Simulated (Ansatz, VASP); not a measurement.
## ZnS: VASP beside Ansatz

File INCAR:

```
SYSTEM = ZnS
  PREC = Accurate
  ENCUT = 520
  EDIFF = 1E-6
  ISMEAR = 0
  SIGMA = 0.05
  LREAL = .FALSE.
  LASPH = .TRUE.
  NELM = 60
  ALGO = Normal
  ISIF = 2
  LWAVE = .FALSE.
  LCHARG = .FALSE.
  GGA = PS
  NBANDS = 16
```

The input KPOINTS:

```
regular mesh
0
G
  10 10 10
  0 0 0
```

Contents of POSCAR:

```
ZnS
1.0
    0.0468695338      2.6782590749      2.6782590749
    2.7251286087      0.0000000000      2.7251286087
    2.6782590749      2.6782590749      0.0468695338
Zn S
1 1
Direct
    0.0000000000      0.0000000000      0.0000000000
    0.7500000000      0.7500000000      0.7500000000
```

Input for Ansatz:

```yaml
crystal:
  lattice:
    - [0.0468695338, 2.6782590749, 2.6782590749]
    - [2.7251286087, 0.0, 2.7251286087]
    - [2.6782590749, 2.6782590749, 0.0468695338]
  atoms:
    - { symbol: Zn, position: [0.0, 0.0, 0.0] }
    - { symbol: S, position: [0.75, 0.75, 0.75] }
basis:
  ecutwfc: 420
kpoints:
  mp_grid: { grid: [10, 10, 10] }
hamiltonian:
  xc: pbesol
scf:
  occupations: { method: gaussian, width: 0.05 }
output:
  forces: true
  stress: true
  eigenvalues: true
```

Change from the starting cell: strain +0.0350 x Voigt [0, 0, 0, 0, 1, 0], atoms carried along.

Alike in both runs: task single point; functional PBEsol; k mesh 10 × 10 × 10; occupations gaussian, width 0.05 eV; no spin polarisation.

|  | VASP | Ansatz |
| --- | --- | --- |
| version | VASP 6.6.1 | Ansatz 0.2.0 |
| potentials or method | VASP PAW PBE potentials, release 64 (Zn, S), cutoff 520 eV | scalar-relativistic, plane waves, PAW |
| valence electrons in the cell | 18 | 18 |

Ansatz gave:

| Quantity | Value |
| --- | --- |
| gap on the k mesh at the Fermi level (eV) | 2.01 |
| least direct gap on the mesh (eV) | 2.01 |
| pressure (GPa) | 0.1 |
| traceless stress, the component that is largest in VASP (GPa) | -2.58 |
| rms of the force components (eV/Å) | 0.124 |

**Question.** Estimate VASP's values.

**Answer.** gap on the k mesh at the Fermi level (eV): 2.01; least direct gap on the mesh (eV): 2.01; pressure (GPa): 0.4; traceless stress, the component that is largest in VASP (GPa): -2.59; rms of the force components (eV/Å): 0.125.

VASP's potentials were made for PBE, not for PBEsol. Atom by atom the forces differ by 0.001 eV/Å (rms over components).
